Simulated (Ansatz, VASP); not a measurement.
Si17C15 in VASP and in Ansatz

The input INCAR:

```
SYSTEM = Si17C15
ALGO = Normal
EDIFF = 1E-8
ENCUT = 520
GGA = PE
ISIF = 2
ISMEAR = -1
LASPH = .TRUE.
LCHARG = .FALSE.
LEFG = .TRUE.
LREAL = Auto
LWAVE = .FALSE.
NBANDS = 86
NELM = 80
PREC = Accurate
SIGMA = 0.01
```

KPOINTS

```
k-points
0
G
  4 4 2
  0 0 0
```

The input POSCAR:

```
Si17C15
1.0
    6.1520000000      0.0000000000      0.0000000000
   -3.0760000000      5.3277882840      0.0000000000
    0.0000000000      0.0000000000     10.0960000000
Si C
17 15
Direct
    0.1666666666      0.3333333334      0.0000000000
    0.1666666666      0.3333333334      0.5000000000
    0.1666666666      0.8333333334      0.0000000000
    0.1666666666      0.8333333334      0.5000000000
    0.6666666666      0.3333333334      0.0000000000
    0.6666666666      0.3333333334      0.5000000000
    0.6666666666      0.8333333334      0.0000000000
    0.6666666666      0.8333333334      0.5000000000
    0.3333333334      0.1666666666      0.2500000000
    0.3333333334      0.1666666666      0.7500000000
    0.3333333334      0.6666666666      0.2500000000
    0.3333333334      0.6666666666      0.7500000000
    0.8333333334      0.1666666666      0.2500000000
    0.8333333334      0.1666666666      0.7500000000
    0.8333333334      0.6666666666      0.2500000000
    0.8333333334      0.6666666666      0.7500000000
    0.1666666666      0.3333333334      0.1925000000
    0.1666666666      0.3333333334      0.6925000000
    0.1666666666      0.8333333334      0.1925000000
    0.1666666666      0.8333333334      0.6925000000
    0.6666666666      0.3333333334      0.1925000000
    0.6666666666      0.3333333334      0.6925000000
    0.6666666666      0.8333333334      0.1925000000
    0.6666666666      0.8333333334      0.6925000000
    0.3333333334      0.1666666666      0.4425000000
    0.3333333334      0.1666666666      0.9425000000
    0.3333333334      0.6666666666      0.4425000000
    0.3333333334      0.6666666666      0.9425000000
    0.8333333334      0.1666666666      0.4425000000
    0.8333333334      0.1666666666      0.9425000000
    0.8333333334      0.6666666666      0.4425000000
    0.8333333334      0.6666666666      0.9425000000
```

Input for Ansatz:

```yaml
crystal:
  lattice:
    - [6.152, 0.0, 0.0]
    - [-3.076, 5.327788284, 0.0]
    - [0.0, 0.0, 10.096]
  atoms:
    - { symbol: Si, position: [0.1666666666, 0.3333333334, 0.0] }
    - { symbol: Si, position: [0.1666666666, 0.3333333334, 0.5] }
    - { symbol: Si, position: [0.1666666666, 0.8333333334, 0.0] }
    - { symbol: Si, position: [0.1666666666, 0.8333333334, 0.5] }
    - { symbol: Si, position: [0.6666666666, 0.3333333334, 0.0] }
    - { symbol: Si, position: [0.6666666666, 0.3333333334, 0.5] }
    - { symbol: Si, position: [0.6666666666, 0.8333333334, 0.0] }
    - { symbol: Si, position: [0.6666666666, 0.8333333334, 0.5] }
    - { symbol: Si, position: [0.3333333334, 0.1666666666, 0.25] }
    - { symbol: Si, position: [0.3333333334, 0.1666666666, 0.75] }
    - { symbol: Si, position: [0.3333333334, 0.6666666666, 0.25] }
    - { symbol: Si, position: [0.3333333334, 0.6666666666, 0.75] }
    - { symbol: Si, position: [0.8333333334, 0.1666666666, 0.25] }
    - { symbol: Si, position: [0.8333333334, 0.1666666666, 0.75] }
    - { symbol: Si, position: [0.8333333334, 0.6666666666, 0.25] }
    - { symbol: Si, position: [0.8333333334, 0.6666666666, 0.75] }
    - { symbol: Si, position: [0.1666666666, 0.3333333334, 0.1925] }
    - { symbol: C, position: [0.1666666666, 0.3333333334, 0.6925] }
    - { symbol: C, position: [0.1666666666, 0.8333333334, 0.1925] }
    - { symbol: C, position: [0.1666666666, 0.8333333334, 0.6925] }
    - { symbol: C, position: [0.6666666666, 0.3333333334, 0.1925] }
    - { symbol: C, position: [0.6666666666, 0.3333333334, 0.6925] }
    - { symbol: C, position: [0.6666666666, 0.8333333334, 0.1925] }
    - { symbol: C, position: [0.6666666666, 0.8333333334, 0.6925] }
    - { symbol: C, position: [0.3333333334, 0.1666666666, 0.4425] }
    - { symbol: C, position: [0.3333333334, 0.1666666666, 0.9425] }
    - { symbol: C, position: [0.3333333334, 0.6666666666, 0.4425] }
    - { symbol: C, position: [0.3333333334, 0.6666666666, 0.9425] }
    - { symbol: C, position: [0.8333333334, 0.1666666666, 0.4425] }
    - { symbol: C, position: [0.8333333334, 0.1666666666, 0.9425] }
    - { symbol: C, position: [0.8333333334, 0.6666666666, 0.4425] }
    - { symbol: C, position: [0.8333333334, 0.6666666666, 0.9425] }
kpoints:
  mp_grid: { grid: [4, 4, 2] }
scf:
  occupations: { method: fermi_dirac, width: 0.01 }
hamiltonian:
  xc: pbe
  pseudopotentials: { kind: paw }
output:
  forces: true
  stress: true
  populations: true
  efg: { contact_densities: true }
```

Alike in both runs: task electric field gradients; functional PBE; k mesh 4 × 4 × 2; occupations fermi-dirac, width 0.01 eV; no spin polarisation.

|  | VASP | Ansatz |
| --- | --- | --- |
| version | VASP 6.6.1 | Ansatz 0.2.0 |
| potentials or method | VASP PAW PBE potentials, release 64 (Si, C) | plane-wave PAW, scalar-relativistic |
| plane-wave cutoff (eV) | 520 | 420 |
| valence electrons in the cell | 128 | 128 |

```tsv
	VASP	Ansatz	Ansatz less VASP
gap on the k mesh at the Fermi level (eV)	1.85	1.86	+0.005
pressure (GPa)	18.6	18.7	+0.05
traceless stress, the component that is largest in VASP (GPa)	-4.53	-4.50	+0.028
rms of the force components (eV/Å)	2.205	2.211	+0.0059
size of Vzz on the site where it differs most (V/Å²)	66.8	57.6	-9.20
```

Atom by atom the forces differ by 0.008 eV/Å (rms over components).
